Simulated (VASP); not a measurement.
Crystal: TaN.

```xyz
6
Lattice="5.1850 0.0000 0.0000 -2.5925 4.4903 0.0000 0.0000 0.0000 2.9080" Properties=species:S:1:pos:R:3 pbc="T T T"
Ta    0.0000    0.0000    0.0000
Ta    0.0000    2.9936    1.4540
Ta    2.5925    1.4968    1.4540
N     2.5925    0.0000    0.0000
N     1.2962    2.2452    0.0000
N    -1.2962    2.2452    0.0000
```

Base run:

* Program: VASP 6.6.1
* Functional: LDA
* Potentials or basis: VASP PAW LDA potentials, release 64 (Ta_pv, N)
* Cutoff: 520 eV
* k mesh: 5 × 5 × 8
* Occupations: fermi-dirac, width 0.03 eV
* Spin: no spin polarisation

Its results: band gap on the k mesh zero (band 24 reaches 8.93 eV, above the bottom of band 25 at 6.78 eV); pressure -3.0 GPa.

**Question.** The run is repeated on the same cell with these changes: potentials or basis from VASP PAW LDA potentials, release 64 (Ta_pv, N) to VASP PAW LDA potentials, release 64 (Ta_sv_GW, N); further incar settings from ALGO = Normal; EDIFF = 1e-06; NBANDS = 33 to ALGO = Normal; EDIFF = 1e-08; NBANDS = 36; valence electrons from 48 to 54. What comes out?

**Answer.** Band gap on the k mesh zero (band 27 reaches 12.77 eV, above the bottom of band 28 at 10.63 eV); pressure -4.0 GPa.

Caveats: spin-orbit coupling is left out, which moves the levels of the heavy elements.
